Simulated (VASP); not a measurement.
Runs of VASP 6.6.1 on P. The structure is that of space group Im-3m (No. 229), or close to it. The cells are those of the table. This isn't the form of P at room conditions, which is orthorhombic.

```csv
task,cell,gap on the mesh (eV),pressure (GPa)
relaxation of cell and atoms,"relaxed from a = 2.667 Å, angles 109.5°, 1 atom",none,0.0
relaxation of cell and atoms,"relaxed to 20 GPa from a = 2.667 Å, angles 109.5°, 1 atom",none,19.9
single point,"a = 2.646 Å, angles 109.5°, 1 atom",none,-0.2
single point,"a = 2.432 Å, angles 109.5°, 1 atom",none,(a)
single point,"a = 2.511 Å, angles 109.5°, 1 atom",none,19.6
```

Alike in all rows: level PBE; potentials or basis VASP PAW PBE potentials, release 64 (P); no spin polarisation; k mesh 21 × 21 × 21; cutoff (eV) 500; smearing fermi-dirac 0.05 eV.

Q: Fill in the values left out.

A: (a) 39.4.

Caveats: the cell stands under pressure (at least some runs); the cell is relaxed towards a set pressure, so the run minimises the enthalpy, not the energy (at least some runs).

A gap of «none» marks levels without a gap at the run's occupations.
